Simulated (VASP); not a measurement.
Runs of VASP 6.6.1 on K. The structure is that of space group P4/mmm (No. 123), or close to it. The cells are those of the table. 

| cell | gap on the mesh (eV) | pressure (GPa) |
| --- | --- | --- |
| a = 4.360, b = 4.360, c = 3.539 Å, 1 atom | none | (a) |
| a = 4.163, b = 4.163, c = 4.621 Å, 1 atom | none | 0.0 |
| a = 4.954, b = 4.954, c = 3.264 Å, 1 atom | none | 0.5 |
| a = 3.884, b = 3.884, c = 5.310 Å, 1 atom | none | 0.4 |
| a = 4.463, b = 4.463, c = 4.021 Å, 1 atom | none | 0.0 |
| a = 4.784, b = 4.784, c = 3.499 Å, 1 atom | none | (b) |
| a = 3.539, b = 3.539, c = 5.371 Å, 1 atom | none | 1.7 |

Alike in all rows: task single point; level r2SCAN; potentials or basis VASP PAW PBE potentials, release 64 (K_sv); no spin polarisation; k mesh 12 × 12 × 12; cutoff (eV) 520; smearing gaussian 0.15 eV.

Estimate the missing entries.

(a) 0.8; (b) 0.3.

Caveats: the PAW data sets were made with another functional, which shifts forces and pressure a little.

A gap of «none» marks levels without a gap at the run's occupations.
